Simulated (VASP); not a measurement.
A run of VASP 6.6.1 is set up as follows.

Contents of INCAR:

```
SYSTEM = AgCl
PREC = Accurate
ENCUT = 520
EDIFF = 1E-6
ISMEAR = 0
SIGMA = 0.02
LREAL = .False.
LASPH = .True.
NELM = 60
ALGO = Normal
ISIF = 2
LWAVE = .False.
LCHARG = .True.
GGA = PE
LELF = .True.
LVHAR = .True.
NBANDS = 16
```

Contents of KPOINTS:

```
Automatic mesh
0
Gamma
  8 8 8
  0 0 0
```

POSCAR

```
AgCl
1.0
    0.0781196355      2.6248696695      2.6654131225
    2.8427283335      0.0053244480      2.7382083100
    2.8430333800      2.6979699035      0.0050194015
Ag Cl
1 1
Direct
    0.4873933974      0.4838991760      0.4990227719
    0.0126066026      0.0161008240      0.0009772281
```

Potentials or basis: VASP PAW PBE potentials, release 64 (Ag, Cl).

Run with:

```console
$ cat potpaw_PBE.64/Ag/POTCAR potpaw_PBE.64/Cl/POTCAR > POTCAR
$ mpirun -np 1 vasp_std > vasp.out
```

**Question.** Estimate the pressure.

**Answer.** 5.9 GPa.

**Question.** Estimate the largest force.

**Answer.** 0.392 eV/Å.

**Question.** Predict the band gap on the k mesh.

**Answer.** 0.72 eV (least direct gap 2.81 eV).

Forces in eV/Å, atoms in the order of the input:
```
Ag   0.097  0.167  0.341
Cl  -0.097 -0.167 -0.341
```

Caveat: the cell differs from its parent crystal (atoms moved at random and the cell strained at random); the cell stands under pressure; semilocal functionals underestimate gaps, and a narrow one can read as zero. A k mesh can miss the band edges.
